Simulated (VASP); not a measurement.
Runs of VASP 6.6.1 on Cd. The structure is that of space group Ia-3 (No. 206), or close to it. The cells are those of the table. 

```csv
task,cell,k mesh,cutoff (eV),gap on the mesh (eV),pressure (GPa),largest force (eV/Å)
single point,"a = 6.930 Å, angles 109.5°, 8 atoms",4 × 4 × 4,520,none,0.2,-
single point,"a = 6.284 Å, angles 109.5°, 8 atoms",4 × 4 × 4,520,none,16.3,(a)
single point,"a = 6.918 Å, angles 109.5°, 8 atoms",8 × 8 × 8,520,none,0.2,-
relaxation of cell and atoms,"relaxed from a = 6.284 Å, angles 109.5°, 8 atoms",4 × 4 × 4,600,none,0.2,0.02
```

Alike in all rows: level PBE; potentials or basis VASP PAW PBE potentials, release 64 (Cd); no spin polarisation; smearing gaussian 0.1 eV.

**Question.** Estimate the missing entries.

**Answer.** (a) 1.05.

Caveats: forces of over 1 eV/Å act on the atoms, so gaps and moduli don't describe the material at rest (some runs).

A k mesh can miss the band edges, and the runs leave out spin-orbit coupling on Cd.

A gap of «none» marks levels without a gap at the run's occupations.
